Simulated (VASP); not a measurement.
# V2O3 (R-3c) in VASP: further runs

V2O3 is run at these levels: PBE; tasks: single point.

Everything below comes from runs of VASP 6.6.1. Logs are shortened: lines on timing, memory, paths and dates and some standing lists are left out, and cuts for length are marked.

### Step 1. The cell of the first run

Symmetry: R-3c, No. 167, trigonal system. Conventional cell: a = 4.932 Å, b = 4.932 Å, c = 13.991 Å, α = 90.00°, β = 90.00°, γ = 120.00°. V (site symmetry 3) has 6 O at 1.97 to 2.04 Å and 1 V at 2.67 Å within 2.7 Å. O (site symmetry 2) has 4 V at 1.97 to 2.04 Å and 12 O at 2.66 to 2.94 Å within 3.0 Å.

### Step 2. Single point, PBE, collinear spin, antiferromagnetic start

INCAR

```
PREC = Accurate ; ENCUT = 600
EDIFF = 1E-6 ; ISMEAR = -1
SIGMA = 0.05 ; LREAL = F
LASPH = T ; NELM = 200
ALGO = Normal ; ISIF = 2
LWAVE = F ; LCHARG = T
ISPIN = 2 ; MAGMOM = 2 -2 -2 2 0 0 0 0 0 0
LORBIT = 11 ; LMAXMIX = 4
GGA = PE ; LELF = T
LVHAR = T ; NBANDS = 59
GGA_COMPAT = F
```

KPOINTS

```
Automatic mesh
0
Gamma
  4 4 4
```

POSCAR

```
V2O3
1.0
    2.4660998900      1.4238034400      4.6636700000
   -2.4660998900      1.4238034400      4.6636700000
    0.0000000000     -2.8476068700      4.6636700000
V O
4 6
Direct
    0.3454000000      0.3454000000      0.3454000000
    0.1546000000      0.1546000000      0.1546000000
    0.6546000000      0.6546000000      0.6546000000
    0.8454000000      0.8454000000      0.8454000000
    0.5618000000      0.9382000000      0.2500000000
    0.2500000000      0.5618000000      0.9382000000
    0.9382000000      0.2500000000      0.5618000000
    0.4382000000      0.0618000000      0.7500000000
    0.7500000000      0.4382000000      0.0618000000
    0.0618000000      0.7500000000      0.4382000000
```

Potentials or basis: VASP PAW PBE potentials, release 64 (V_sv, O).

Command:

```bash
> cat potpaw_PBE.64/V_sv/POTCAR potpaw_PBE.64/O/POTCAR > POTCAR
> mpirun -np 1 vasp_std > vasp.out
```

OUTCAR:

```text
PREC = Accurate
   ENCUT = 600
   EDIFF = 1E-6
   ISMEAR = -1
   LREAL = F
   LASPH = T
   NELM = 200
   ISIF = 2
   ISPIN = 2
   LORBIT = 11
   GGA = PE

 ion  position               nearest neighbor table
   1  0.345  0.345  0.345-  10 1.97   8 1.97   9 1.97   5 2.04   6 2.04   7 2.04   2 2.67   3 2.87
                             3 2.87   3 2.87
   2  0.155  0.155  0.155-   9 1.97   8 1.97  10 1.97   5 2.04   7 2.04   6 2.04   1 2.67   4 2.87
                             4 2.87   4 2.87
   3  0.655  0.655  0.655-   7 1.97   5 1.97   6 1.97   8 2.04   9 2.04  10 2.04   4 2.67   1 2.87
                             1 2.87   1 2.87
   4  0.845  0.845  0.845-   6 1.97   5 1.97   7 1.97   8 2.04  10 2.04   9 2.04   3 2.67   2 2.87
                             2 2.87   2 2.87
   5  0.562  0.938  0.250-   3 1.97   4 1.97   1 2.04   2 2.04
   6  0.250  0.562  0.938-   4 1.97   3 1.97   1 2.04   2 2.04
   7  0.938  0.250  0.562-   3 1.97   4 1.97   2 2.04   1 2.04
   8  0.438  0.062  0.750-   1 1.97   2 1.97   3 2.04   4 2.04
   9  0.750  0.438  0.062-   2 1.97   1 1.97   3 2.04   4 2.04
  10  0.062  0.750  0.438-   1 1.97   2 1.97   4 2.04   3 2.04

  LATTYP: Found a trigonal (rhomboedric) cell.
 ALAT       =     5.4643099081
 COS(alpha) =     0.5926378451

  Lattice vectors:

 A1 = (   2.4660998900,   1.4238034400,   4.6636700000)
 A2 = (  -2.4660998900,   1.4238034400,   4.6636700000)
 A3 = (   0.0000000000,  -2.8476068700,   4.6636700000)

Analysis of symmetry for initial positions (statically):
=====================================================================
 Subroutine PRICEL returns:
 Original cell was already a primitive cell.

 Routine SETGRP: Setting up the symmetry group for a
 trigonal (rhombohedral) supercell.

 Subroutine GETGRP returns: Found 12 space group operations
 (whereof  6 operations were pure point group operations)
 out of a pool of 12 trial point group operations.

The static configuration has the point symmetry S_6 .
 The point group associated with its full space group is D_3d.

Analysis of symmetry for dynamics (positions and initial velocities):
=====================================================================
 Subroutine PRICEL returns:
 Original cell was already a primitive cell.

 Routine SETGRP: Setting up the symmetry group for a
 trigonal (rhombohedral) supercell.

 Subroutine GETGRP returns: Found 12 space group operations
 (whereof  6 operations were pure point group operations)
 out of a pool of 12 trial point group operations.

The dynamic configuration has the point symmetry S_6 .
 The point group associated with its full space group is D_3d.

Analysis of structural, dynamic, and magnetic symmetry:
=====================================================================
 Subroutine PRICEL returns:
 Original cell was already a primitive cell.

 Routine SETGRP: Setting up the symmetry group for a
 trigonal (rhombohedral) supercell.

 Subroutine GETGRP returns: Found 12 space group operations
 (whereof  6 operations were pure point group operations)
 out of a pool of 12 trial point group operations.

The overall configuration has the point symmetry S_6 .
 The point group associated with its full space group is D_3d.

 Subroutine INISYM returns: Found 12 space group operations
 (whereof  6 operations are pure point group operations),
 and found     1 'primitive' translations

----------------------------------------------------------------------------------------

                                     Primitive cell

  volume of cell :      98.2516

  direct lattice vectors                    reciprocal lattice vectors
     2.466099890  1.423803440  4.663670000     0.202749289  0.117057357  0.071474468
    -2.466099890  1.423803440  4.663670000    -0.202749289  0.117057357  0.071474468
     0.000000000 -2.847606870  4.663670000     0.000000000 -0.234114713  0.071474468

  length of vectors
     5.464309908  5.464309908  5.464309907     0.244782145  0.244782145  0.244782145

  position of ions in fractional coordinates (direct lattice)
     0.345400000  0.345400000  0.345400000
     0.154600000  0.154600000  0.154600000
     0.654600000  0.654600000  0.654600000
     0.845400000  0.845400000  0.845400000
     0.561800000  0.938200000  0.250000000
     0.250000000  0.561800000  0.938200000
     0.938200000  0.250000000  0.561800000
     0.438200000  0.061800000  0.750000000
[... 65 lines left out ...]
 SYSTEM =  unknown system
   PREC   = accura    normal or accurate (medium, high low for compatibility)
   ISTART =      0    job   : 0-new  1-cont  2-samecut
   ICHARG =      2    charge: 1-file 2-atom 10-const
   ISPIN  =      2    spin polarized calculation?
   LNONCOLLINEAR =      F non collinear calculations
   LSORBIT =      F    spin-orbit coupling
   LASPH  =      T    aspherical Exc in radial PAW
   ENCUT  =  600.0 eV  44.10 Ry    6.64 a.u.  10.91 10.91 10.91*2*pi/ulx,y,z
   NELM   =    200;   NELMIN=  2; NELMDL= -5     # of ELM steps
   EDIFF  = 0.1E-05   stopping-criterion for ELM
   LREAL  =      F    real-space projection
[... 7 lines left out ...]
   TEBEG  =    0.0;   TEEND  =   0.0 temperature during run
   PSTRESS=    0.0 pullay stress
   NELECT =      88.0000    total number of electrons
   NUPDOWN=      -1.0000    fix difference up-down
   EMIN   =  10.00;   EMAX   =-10.00  energy-range for DOS
   EFERMI =   0.00;   METHOD = LEGACY
   ISMEAR =    -1;   SIGMA  =   0.05  broadening in eV -4-tet -1-fermi 0-gaus
   EFERMI_NEDOS =   21; number of points for ismear=-14 and -15
   IALGO  =     38    algorithm
   IMIX   =      4    mixing-type and parameters
     AMIX     =   0.40;   BMIX     =  1.00
     AMIX_MAG =   1.60;   BMIX_MAG =  1.00
  volume/ion in A,a.u.               =       9.83        66.30
  Fermi-wavevector in a.u.,A,eV,Ry     =   1.578056  2.982094 33.882063  2.490261
  Thomas-Fermi vector in A             =   2.678645
   LORBIT       =     11    0 simple, 1 ext, 2 COOP (PROOUT), +10 PAW based schemes
   GGA     = PE    functional components
   LHFCALC =     F    Hartree Fock is set to
   AEXX    =    0.0000 exact exchange contribution
   IVDW    =     0    specifies the selected vdW correction
   LEPSILON=     F    determine dielectric tensor
   LRPA    =     F    only Hartree local field effects (RPA)
 spin polarized calculation
  energy-cutoff  :      600.00
  volume of cell :       98.25
 maximum number of plane-waves:      3292
 NGX is ok and might be reduce to    48
   NGX = 21   NGY = 21   NGZ = 21

 number of electron      87.9999995 magnetization      -0.0000000

 number of electron      87.9999995 magnetization       0.0000000

 Free energy of the ion-electron system (eV)
  ---------------------------------------------------
  ext. energy  EPLUGINS =         0.00000000
  ---------------------------------------------------
  free energy    TOTEN  =       -88.47984400 eV

  energy without entropy =      -88.40820038  energy(sigma->0) =      -88.44402219

 E-fermi :   8.1403     XC(G=0): -12.1037

 val. band max:        8.1179477791   @ k =   0.0000   0.0000   0.0000
 cond. band min:       8.1636640096   @ k =   0.2500   0.2500   0.2500
 fundamental gap:      0.0457162305
 Fermi energy:         8.1402984987

 spin component 1

 k-point     1 :       0.0000    0.0000    0.0000
  band No.  band energies     occupation
      1     -57.5164      1.00000
      2     -57.5112      1.00000
      3     -56.0777      1.00000
      4     -56.0745      1.00000
      5     -31.4337      1.00000
      6     -31.4293      1.00000
[... 756 lines left out ...]
     55      11.1565      0.00000
     56      11.1565      0.00000
 Fermi energy:         8.1402984987

 spin component 2

 k-point     1 :       0.0000    0.0000    0.0000
  band No.  band energies     occupation
      1     -57.5164      1.00000
      2     -57.5112      1.00000
      3     -56.0777      1.00000
      4     -56.0745      1.00000
      5     -31.4337      1.00000
      6     -31.4293      1.00000
[... 756 lines left out ...]
     55      11.1565      0.00000
     56      11.1565      0.00000
 [bands above 56 left out]

------------------------ aborting loop because EDIFF is reached ----------------------------------------

  FORCE on cell =-STRESS in cart. coord.  units (eV):
  Direction    XX          YY          ZZ          XY          YZ          ZX
  --------------------------------------------------------------------------------------
  -------------------------------------------------------------------------------------
  Total        1.6873799      1.6873799      2.3991145      0.0000000      0.0000000      0.0000000
  in kB       27.5158983     27.5158983     39.1220671      0.0000000      0.0000000      0.0000000
  external PRESSURE =      31.3846213 kB  Pullay stress =       0.0000000 kB

 VOLUME and BASIS-vectors are now :
 -----------------------------------------------------------------------------
  energy-cutoff  :      600.00
  volume of cell :       98.25
      direct lattice vectors                 reciprocal lattice vectors
     2.466099890  1.423803440  4.663670000     0.202749289  0.117057357  0.071474468
    -2.466099890  1.423803440  4.663670000    -0.202749289  0.117057357  0.071474468
     0.000000000 -2.847606870  4.663670000     0.000000000 -0.234114713  0.071474468

 POSITION                                       TOTAL-FORCE (eV/Angst)
 -----------------------------------------------------------------------------------
      0.00000      0.00000      4.83249         0.000000     -0.000000     -0.153314
      0.00000      0.00000      2.16301         0.000000      0.000000      0.153314
      0.00000      0.00000      9.15852         0.000000      0.000000      0.153314
      0.00000      0.00000     11.82800         0.000000     -0.000000     -0.153314
     -0.92824      1.42380      8.16142         0.328901     -0.000000     -0.000000
     -0.76893     -1.51578      8.16142        -0.164451      0.284837     -0.000000
      1.69717      0.09198      8.16142        -0.164451     -0.284837     -0.000000
      0.92824     -1.42380      5.82959        -0.328901     -0.000000     -0.000000
      0.76893      1.51578      5.82959         0.164451     -0.284837     -0.000000
     -1.69717     -0.09198      5.82959         0.164451      0.284837     -0.000000
 -----------------------------------------------------------------------------------
    total drift:                               -0.000000      0.000000     -0.000000

  FREE ENERGIE OF THE ION-ELECTRON SYSTEM (eV)
  ---------------------------------------------------
  free  energy   TOTEN  =       -88.4798440037 eV

  energy  without entropy=      -88.4082003838  energy(sigma->0) =      -88.44402219

 total charge

# of ion       s       p       d       tot
------------------------------------------
    1        2.234   6.255   3.032  11.521
    2        2.234   6.255   3.032  11.521
    3        2.234   6.255   3.032  11.521
    4        2.234   6.255   3.032  11.521
    5        1.557   3.508   0.000   5.065
    6        1.557   3.508   0.000   5.065
    7        1.557   3.508   0.000   5.065
    8        1.557   3.508   0.000   5.065
    9        1.557   3.508   0.000   5.065
   10        1.557   3.508   0.000   5.065
--------------------------------------------------
tot         18.278  46.068  12.126  76.473

 magnetization (x)

# of ion       s       p       d       tot
------------------------------------------
    1        0.012   0.013   1.374   1.400
    2       -0.012  -0.013  -1.374  -1.400
    3       -0.012  -0.013  -1.374  -1.400
    4        0.012   0.013   1.374   1.400
    5        0.000   0.000   0.000   0.000
    6        0.000   0.000   0.000   0.000
    7        0.000   0.000   0.000   0.000
    8        0.000   0.000   0.000   0.000
    9        0.000   0.000   0.000   0.000
   10        0.000   0.000   0.000   0.000
--------------------------------------------------
tot          0.000   0.000   0.000   0.000
```

Run time: 4.3 min. Hardware: 1 thread of Intel Xeon Platinum 8259CL at 2.50GHz (Skylake/Cascade Lake), shared host; peak memory 0.46 GiB.

Results:

| Property | Result |
| --- | --- |
| Free energy | -88.4798 eV |
| Pressure | 3.1 GPa |
| Largest force | 0.329 eV/Å |
| Band gap on the k mesh | zero (filled and empty bands overlap) |
| Net moment | 0.00 μB per cell |
| Site moments | V +1.40, -1.40 (each value once); O +0.00 μB |
| Valence electrons inside the program's atomic spheres | V 11.52; O 5.07 |

Forces on the atoms (eV/Å):
```
V    0.000  0.000 -0.153
V    0.000  0.000  0.153
V    0.000  0.000  0.153
V    0.000  0.000 -0.153
O    0.329  0.000  0.000
O   -0.164  0.285  0.000
O   -0.164 -0.285  0.000
O   -0.329  0.000  0.000
O    0.164 -0.285  0.000
O    0.164  0.285  0.000
```

Levels at points of the mesh, in eV from the Fermi level:
Spin up:
```
           k point  band 41  band 42  band 43  band 44  band 45  band 46  band 47  band 48
(0.00, 0.00, 0.00)    -0.90    -0.69    -0.69    -0.02    -0.02     0.36     1.12     1.12
(0.50, 0.00, 0.00)    -0.83    -0.83    -0.03    -0.03     0.12     0.12     1.54     1.54
(0.50, 0.50, 0.00)    -0.84    -0.83    -0.40    -0.39     0.13     0.34     1.28     1.32
(0.50, 0.50, 0.50)    -0.15    -0.15    -0.15    -0.15     0.18     0.18     1.39     1.39
```
Spin down:
```
           k point  band 42  band 43  band 44  band 45  band 46  band 47
(0.00, 0.00, 0.00)    -0.69    -0.69    -0.02    -0.02     0.36     1.12
(0.50, 0.00, 0.00)    -0.83    -0.03    -0.03     0.12     0.12     1.54
(0.50, 0.50, 0.00)    -0.83    -0.40    -0.39     0.13     0.34     1.28
(0.50, 0.50, 0.50)    -0.15    -0.15    -0.15     0.18     0.18     1.39
```

Caveat: the k points lie up to 0.38 Å⁻¹ apart; semilocal functionals often make such compounds metallic where correlation or magnetic order opens a gap, which also shifts bond lengths.

### Step 3. Single point, PBE, collinear spin, antiferromagnetic start

INCAR

```
SYSTEM = V2O3
PREC     = Accurate       ! precision mode
ENCUT    = 600            ! plane-wave cutoff, eV
EDIFF    = 1E-6           ! SCF threshold, eV
ISMEAR   = -1             ! smearing method
SIGMA    = 0.05           ! smearing width, eV
LREAL    = .FALSE.        ! projectors in reciprocal space
LASPH    = .TRUE.         ! aspherical terms in the spheres
NELM     = 200            ! most SCF steps
ALGO     = Normal         ! electronic algorithm
ISIF     = 2              ! what is computed and relaxed
LWAVE    = .FALSE.        ! write WAVECAR
LCHARG   = .FALSE.        ! write CHGCAR
ISPIN    = 2              ! spin polarisation
MAGMOM   = 2 -2 -2 2 0 0 0 0 0 0 ! initial moments
LORBIT   = 11             ! projections on sites
LMAXMIX  = 4              ! l up to which the mixer works
GGA      = PE             ! functional
NBANDS   = 59             ! bands
GGA_COMPAT= .FALSE.
```

KPOINTS

```
Automatic mesh
0
G
  4 4 4
  0 0 0
```

POSCAR is that of step 2.

Potentials or basis: VASP PAW PBE potentials, release 64 (V_sv, O).

Command:

```bash
> cat potpaw_PBE.64/V_sv/POTCAR potpaw_PBE.64/O/POTCAR > POTCAR
> mpirun -np 1 vasp_std > vasp.out
```

Run time: 4.2 min. Hardware: 1 thread of Intel Xeon Platinum 8259CL at 2.50GHz (Skylake/Cascade Lake), shared host; peak memory 0.46 GiB.

It converged, with:

| Item | Value |
| --- | --- |
| Free energy | -88.4798 eV |
| Pressure | 3.1 GPa |
| Largest force | 0.329 eV/Å |
| Band gap on the k mesh | zero (filled and empty bands overlap) |
| Net moment | 0.00 μB per cell |
| Site moments | V +1.40, -1.40 (each value once); O +0.00 μB |
| Valence electrons inside the program's atomic spheres | V 11.52; O 5.07 |

Forces on the atoms (eV/Å):
```
V    0.000  0.000 -0.153
V    0.000  0.000  0.153
V    0.000  0.000  0.153
V    0.000  0.000 -0.153
O    0.329  0.000  0.000
O   -0.164  0.285  0.000
O   -0.164 -0.285  0.000
O   -0.329  0.000  0.000
O    0.164 -0.285  0.000
O    0.164  0.285  0.000
```

Stress tensor (GPa, compression positive):
```
2.75 0.00 0.00
0.00 2.75 0.00
0.00 0.00 3.91
```

Levels at points of the mesh, in eV from the Fermi level:
Spin up:
```csv
k point,band 42,band 43,band 44,band 45,band 46,band 47
"(0.00, 0.00, 0.00)",-0.69,-0.69,-0.02,-0.02,0.36,1.12
"(0.50, 0.00, 0.00)",-0.83,-0.03,-0.03,0.12,0.12,1.54
"(0.50, 0.50, 0.00)",-0.83,-0.40,-0.39,0.13,0.34,1.28
"(0.50, 0.50, 0.50)",-0.15,-0.15,-0.15,0.18,0.18,1.39
```
Spin down:
| k point | band 40 | band 41 | band 42 | band 43 | band 44 | band 45 | band 46 | band 47 | band 48 | band 49 |
| --- | --- | --- | --- | --- | --- | --- | --- | --- | --- | --- |
| (0.00, 0.00, 0.00) | -3.34 | -0.90 | -0.69 | -0.69 | -0.02 | -0.02 | 0.36 | 1.12 | 1.12 | 1.65 |
| (0.50, 0.00, 0.00) | -3.60 | -0.83 | -0.83 | -0.03 | -0.03 | 0.12 | 0.12 | 1.54 | 1.54 | 1.61 |
| (0.50, 0.50, 0.00) | -3.59 | -0.84 | -0.83 | -0.40 | -0.39 | 0.13 | 0.34 | 1.28 | 1.32 | 1.52 |
| (0.50, 0.50, 0.50) | -4.04 | -0.15 | -0.15 | -0.15 | -0.15 | 0.18 | 0.18 | 1.39 | 1.39 | 1.39 |

Caveat: the k points lie up to 0.38 Å⁻¹ apart; semilocal functionals often make such compounds metallic where correlation or magnetic order opens a gap, which also shifts bond lengths.

The gap in the log of VASP goes by the Fermi energy; the results here count the filled bands.